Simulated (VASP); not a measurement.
# SnSe (Fm-3m) in VASP: notebook, part 2 of 2

VASP 6.6.1.

### 5 Single point, RPBE, non-collinear spin, typed start, spin-orbit coupling

This run uses another cell than the first one, of 28.72 Å³/atom.

The input, INCAR:

```
SYSTEM = SnSe
PREC     = Accurate       ! precision mode
ENCUT    = 520            ! plane-wave cutoff, eV
EDIFF    = 1E-7           ! SCF threshold, eV
ISMEAR   = 1              ! smearing method
SIGMA    = 0.1            ! smearing width, eV
LREAL    = .FALSE.        ! projectors in reciprocal space
LASPH    = .TRUE.         ! aspherical terms in the spheres
NELM     = 150            ! most SCF steps
ALGO     = Normal         ! electronic algorithm
ISIF     = 2              ! what is computed and relaxed
LWAVE    = .FALSE.        ! write WAVECAR
LCHARG   = .FALSE.        ! write CHGCAR
MAGMOM   = 0.289 0.289 0.289 0 0 0 ! initial moments
LORBIT   = 11             ! projections on sites
LSORBIT  = .TRUE.         ! spin-orbit coupling
GGA_COMPAT= .FALSE.      
LORBMOM  = .TRUE.       
GGA      = RP             ! functional
NBANDS   = 32             ! bands
```

The input, KPOINTS:

```
Automatic mesh
0
G
  8 8 8
  0 0 0
```

The input, POSCAR:

```
SnSe
1.0
   -0.0000000001      3.0623597442      3.0623597442
    3.0623597442     -0.0000000001      3.0623597442
    3.0623597442      3.0623597442     -0.0000000001
Sn Se
1 1
Direct
    0.0000000000      0.0000000000      0.0000000000
    0.5000000000      0.5000000000      0.5000000000
```

Run with:

```
$ cat potpaw_PBE.64/Sn_d/POTCAR potpaw_PBE.64/Se/POTCAR > POTCAR
$ mpirun -np 1 vasp_ncl > vasp.out
```

Wall time 7 min (1 thread of AMD EPYC 7R13, shared host); peak memory 0.44 GiB.

The run converged. Its results:

```yaml
Free_energy: -7.5975 eV
Pressure: 0.0 GPa
Net_moment: 0.00 μB per cell
Valence_electrons_inside_the_program's_atomic_spheres: Sn 12.01; Se 3.79
```

Moments on the atoms (μB; x, y, z):
```
Sn  0.00 0.00 0.00
Se  0.00 0.00 0.00
```

Caveat: the PAW data sets were made with another functional, which shifts forces and pressure a little.

### 6 Single point, revpbe exchange, lda correlation, collinear spin

This run uses another cell than the first one, of 27.27 Å³/atom.

The input, INCAR:

```
ALGO = Normal ; EDIFF = 1E-6
ENCUT = 500 ; GGA = LIBXC
GGA_COMPAT = F ; ISIF = 2
ISMEAR = -5 ; ISPIN = 2
LASPH = T ; LCHARG = F
LIBXC1 = GGA_X_PBE_R ; LIBXC2 = LDA_C_PW
LORBIT = 11 ; LREAL = F
LWAVE = F ; MAGMOM = 0.5 0
NBANDS = 21 ; NELM = 200
PREC = Accurate ; SIGMA = 0.05
```

The input, KPOINTS:

```
k-points
0
Gamma
  8 8 8
```

The input, POSCAR:

```
SnSe
1.0
    0.0000000000      3.0100000000      3.0100000000
    3.0100000000      0.0000000000      3.0100000000
    3.0100000000      3.0100000000      0.0000000000
Sn Se
1 1
Direct
    0.0000000000      0.0000000000      0.0000000000
    0.5000000000      0.5000000000      0.5000000000
```

Potentials or basis: VASP PAW PBE potentials, release 64 (Sn_d, Se).

Run with:

```
$ cat potpaw_PBE.64/Sn_d/POTCAR potpaw_PBE.64/Se/POTCAR > POTCAR
$ mpirun -np 1 vasp_std > vasp.out
```

OUTCAR:

```text
EDIFF = 1E-6
   ENCUT = 500
   GGA = LIBXC
   ISIF = 2
   ISMEAR = -5
   ISPIN = 2
   LASPH = T
   LORBIT = 11
   LREAL = F
   NELM = 200
   PREC = Accurate

 ion  position               nearest neighbor table
   1  0.000  0.000  0.000-   2 3.01   2 3.01   2 3.01   2 3.01   2 3.01   2 3.01
   2  0.500  0.500  0.500-   1 3.01   1 3.01   1 3.01   1 3.01   1 3.01   1 3.01

  LATTYP: Found a face centered cubic cell.
 ALAT       =     6.0200000000

  Lattice vectors:

 A1 = (   0.0000000000,   3.0100000000,   3.0100000000)
 A2 = (   3.0100000000,   0.0000000000,   3.0100000000)
 A3 = (   3.0100000000,   3.0100000000,   0.0000000000)

Analysis of symmetry for initial positions (statically):
=====================================================================
 Subroutine PRICEL returns:
 Original cell was already a primitive cell.

 Routine SETGRP: Setting up the symmetry group for a
 face centered cubic supercell.

 Subroutine GETGRP returns: Found 48 space group operations
[... 777 lines left out ...]
      4     -16.2101      1.00000
      5     -16.2101      1.00000
      6      -8.1433      1.00000
[... 565 lines left out ...]
     20      20.4176      0.00000
     21      21.1151      0.00000

 [... further k-points ...]

------------------------ aborting loop because EDIFF is reached ----------------------------------------

  FORCE on cell =-STRESS in cart. coord.  units (eV):
  Direction    XX          YY          ZZ          XY          YZ          ZX
  --------------------------------------------------------------------------------------
  -------------------------------------------------------------------------------------
  Total        2.7517436      2.7517436      2.7517436     -0.0000000     -0.0000000      0.0000000
  in kB       80.8330678     80.8330678     80.8330678     -0.0000000     -0.0000000      0.0000000
  external PRESSURE =      80.8330678 kB  Pullay stress =       0.0000000 kB

 VOLUME and BASIS-vectors are now :
 -----------------------------------------------------------------------------
  energy-cutoff  :      500.00
  volume of cell :       54.54
      direct lattice vectors                 reciprocal lattice vectors
     0.000000000  3.010000000  3.010000000    -0.166112957  0.166112957  0.166112957
     3.010000000  0.000000000  3.010000000     0.166112957 -0.166112957  0.166112957
     3.010000000  3.010000000  0.000000000     0.166112957  0.166112957 -0.166112957

 POSITION                                       TOTAL-FORCE (eV/Angst)
 -----------------------------------------------------------------------------------
      0.00000      0.00000      0.00000         0.000000     -0.000000      0.000000
      3.01000      3.01000      3.01000        -0.000000      0.000000     -0.000000
 -----------------------------------------------------------------------------------
    total drift:                                0.000000     -0.000000     -0.000000

  FREE ENERGIE OF THE ION-ELECTRON SYSTEM (eV)
  ---------------------------------------------------
  free  energy   TOTEN  =        -6.0133759250 eV

  energy  without entropy=       -6.0133759250  energy(sigma->0) =       -6.01337593

 total charge

# of ion       s       p       d       tot
------------------------------------------
    1        1.416   0.660   9.990  12.066
    2        1.482   2.367   0.024   3.873
--------------------------------------------------
tot          2.898   3.027  10.014  15.938

 magnetization (x)

# of ion       s       p       d       tot
------------------------------------------
    1        0.000   0.000   0.000   0.000
    2        0.000   0.000  -0.000   0.000
--------------------------------------------------
tot          0.000   0.000  -0.000   0.000
```

OSZICAR:

```text
N       E                     dE             d eps       ncg     rms          rms(c)
DAV:   1     0.158322122623E+03    0.15832E+03   -0.87499E+03  2638   0.109E+03
DAV:   2     0.116688366856E+02   -0.14665E+03   -0.13987E+03  2587   0.364E+02
DAV:   3    -0.573493857745E+01   -0.17404E+02   -0.17265E+02  2844   0.897E+01
DAV:   4    -0.625965633255E+01   -0.52472E+00   -0.52443E+00  2924   0.162E+01
DAV:   5    -0.627263302873E+01   -0.12977E-01   -0.12976E-01  3221   0.263E+00    0.402E+00
DAV:   6    -0.599056615469E+01    0.28207E+00   -0.68832E-01  3203   0.330E+00    0.205E+00
DAV:   7    -0.600038203379E+01   -0.98159E-02   -0.13922E-01  2844   0.170E+00    0.129E+00
DAV:   8    -0.600742646185E+01   -0.70444E-02   -0.81357E-03  2796   0.606E-01    0.678E-01
DAV:   9    -0.601330460793E+01   -0.58781E-02   -0.64383E-03  2631   0.584E-01    0.199E-01
DAV:  10    -0.601317067215E+01    0.13394E-03   -0.42372E-04  3020   0.150E-01    0.927E-02
DAV:  11    -0.601327036986E+01   -0.99698E-04   -0.14629E-04  2782   0.974E-02    0.337E-02
DAV:  12    -0.601336972151E+01   -0.99352E-04   -0.11695E-04  2611   0.601E-02    0.982E-03
DAV:  13    -0.601337578845E+01   -0.60669E-05   -0.13289E-05  2838   0.278E-02    0.524E-03
DAV:  14    -0.601337592505E+01   -0.13659E-06   -0.13568E-06  2710   0.910E-03
   1 F= -.60133759E+01 E0= -.60133759E+01  d E =0.000000E+00  mag=    -0.0000
```

stdout:

```text
POSCAR found type information on POSCAR SnSe
 POSCAR found :  2 types and       2 ions
 scaLAPACK will be used
 -----------------------------------------------------------------------------
|                                                                             |
|                                                                             |
|     You enforced a specific xc type in the INCAR file but a different       |
|     I HOPE YOU KNOW WHAT YOU ARE DOING!                                     |
|                                                                             |
 -----------------------------------------------------------------------------

 LDA part: xc-table for (None,None), standard interpolation
 POSCAR, INCAR and KPOINTS ok, starting setup
 FFT: planning ... GRIDC
 FFT: planning ... GRID_SOFT
 FFT: planning ... GRID
 WAVECAR not read
 entering main loop
```

Wall time 35 s (1 thread of AMD EPYC 9R45 (Zen 5), shared host); peak memory 0.19 GiB.

Results:

```yaml
Free_energy: -6.0134 eV
Pressure: 8.1 GPa
Net_moment: 0.00 μB per cell
Valence_electrons_inside_the_program's_atomic_spheres: Sn 12.07; Se 3.87
```

Levels at points of the mesh, in eV from the Fermi level:
Spin up:
```tsv
k point	band 7	band 8	band 9	band 10	band 11	band 12	band 13	band 14
(0.00, 0.00, 0.00)	-5.51	-2.57	-2.57	-2.57	3.91	3.91	3.91	5.86
(0.50, 0.00, 0.00)	-8.40	-2.30	-2.30	-0.09	0.14	0.95	0.95	8.50
(0.50, 0.50, 0.00)	-6.48	-5.66	-3.94	-3.94	3.23	4.93	4.93	5.64
```
Spin down:
| k point | band 8 | band 9 | band 10 | band 11 | band 12 | band 13 |
| --- | --- | --- | --- | --- | --- | --- |
| (0.00, 0.00, 0.00) | -2.57 | -2.57 | -2.57 | 3.91 | 3.91 | 3.91 |
| (0.50, 0.00, 0.00) | -2.30 | -2.30 | -0.09 | 0.14 | 0.95 | 0.95 |
| (0.50, 0.50, 0.00) | -5.66 | -3.94 | -3.94 | 3.23 | 4.93 | 4.93 |

Caveat: the cell stands under pressure; the PAW data sets were made with another functional, which shifts forces and pressure a little; spin-orbit coupling is left out, which moves the levels of the heavy elements; tetrahedron occupations give inexact forces and stress in metals.

### 7 Overview

```csv
level,spin,cell,k mesh,cutoff (eV),smearing,dipole correction,tolerance level,purpose,start,share of exact exchange,gap on the mesh (eV),pressure (GPa),moment (μB)
"b88 exchange, pbe correlation",off,"a = 4.313 Å, angles 60.0°, 2 atoms",8 × 8 × 8,500,fermi-dirac 0.05 eV,no,-,-,-,-,0.40,-1.2,-
"b88 exchange, pbe correlation",off,"a = 4.340 Å, angles 60.0°, 2 atoms",8 × 8 × 8,500,fermi-dirac 0.05 eV,no,-,-,-,-,0.33,-2.0,-
HSE06,off,"a = 4.257 Å, angles 60.0°, 2 atoms",4 × 4 × 4,400,gaussian 0.03 eV,-,tight,restart,from scratch,0.25,0.48,-1.9,-
RPBE,"non-collinear, typed start, SOC","a = 4.331 Å, angles 60.0°, 2 atoms",8 × 8 × 8,520,methfessel-paxton 0.1 eV,no,-,-,-,-,-,0.0,0.00
"revpbe exchange, lda correlation",collinear,"a = 4.257 Å, angles 60.0°, 2 atoms",8 × 8 × 8,500,tetrahedron,no,-,-,-,-,-,8.1,0.00
```

Alike in all rows: task single point; potentials or basis VASP PAW PBE potentials, release 64 (Sn_d, Se).

Caveats: some runs use coarse meshes; the PAW data sets were made with another functional, which shifts forces and pressure a little; spin-orbit coupling is left out, which moves the levels of the heavy elements (at least some runs); the cell stands under pressure (at least some runs); tetrahedron occupations give inexact forces and stress in metals (at least some runs).

Total energies depend on the potentials used, so only differences within one code and one set of settings carry meaning.
